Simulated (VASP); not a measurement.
## Co: single point with BLYP

The system is Co.

```
Co
1.0
     2.40858    0.00000    0.00000
     0.00000    2.40858    0.00000
     0.00000    0.00000    2.40858
Co
1
Direct
  0.00000 0.00000 0.00000
```

This cell differs from its parent crystal: volume scaled by 1.04.

```yaml
Program: VASP 6.6.1
Task: single point
Functional: BLYP
Potentials_or_basis: VASP PAW PBE potentials, release 64 (Co)
Cutoff: 520 eV
k_mesh: 15 × 15 × 15
Occupations: fermi-dirac, width 0.05 eV
Spin: collinear spin, ferromagnetic start
Starting_moments: "[1.89] μB"
```

The pressure is -5.1 GPa, the net moment is 1.86 μB per cell and the site moments are Co +1.88 μB. The valence electrons inside the program's atomic spheres are Co 8.08.

Levels at points of the mesh, in eV from the Fermi level:
Spin up:
| k point | band 2 | band 3 | band 4 | band 5 | band 6 | band 7 | band 8 | band 9 | band 10 | band 11 |
| --- | --- | --- | --- | --- | --- | --- | --- | --- | --- | --- |
| (0.00, 0.00, 0.00) | -3.99 | -3.99 | -1.22 | -1.22 | -1.22 | 17.84 | 17.84 | 17.84 | 21.70 | 21.70 |
Spin down:
| k point | band 1 | band 2 | band 3 | band 4 | band 5 | band 6 |
| --- | --- | --- | --- | --- | --- | --- |
| (0.00, 0.00, 0.00) | -7.45 | -2.71 | -2.71 | 1.05 | 1.05 | 1.05 |

Wall time 36 s on 1 thread of Intel(R) Xeon(R) Platinum 8559C (Emerald Rapids), on a shared host, peak memory 0.14 GiB.

Caveat: the PAW data sets were made with another functional, which shifts forces and pressure a little.
